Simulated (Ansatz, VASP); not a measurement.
## One calculation of ZnS, two programs

```
Zn S
1.0
     3.69232    0.00000    0.00000
    -1.84616    3.19765    0.00000
     0.00000    0.00000    6.35894
Zn S
2 2
Cartesian
  0.0000 2.1318 0.0324
  1.8462 1.0659 3.2119
  0.0000 2.1318 2.3522
  1.8462 1.0659 5.5317
```

Alike in both runs: task single point; functional r2SCAN; k mesh 6 × 6 × 4; occupations gaussian, width 0.02 eV; no spin polarisation.

```csv
,VASP,Ansatz
version,VASP 6.6.1,Ansatz 0.2.0
potentials or method,"VASP PAW PBE potentials, release 64 (Zn, S), cutoff 520 eV","scalar-relativistic, plane waves, PAW"
valence electrons in the cell,36,36
```

Ansatz gave:

* gap on the k mesh at the Fermi level (eV): 2.75
* least direct gap on the mesh (eV): 2.75
* pressure (GPa): 3.5
* traceless stress, the component that is largest in VASP (GPa): -3.49
* rms of the force components (eV/Å): 0.000

Estimate VASP's values.

gap on the k mesh at the Fermi level (eV): 2.76; least direct gap on the mesh (eV): 2.76; pressure (GPa): 3.5; traceless stress, the component that is largest in VASP (GPa): -3.50; rms of the force components (eV/Å): 0.004.

VASP's potentials were made for PBE, not for r2SCAN. Atom by atom the forces differ by 0.004 eV/Å (rms over components).
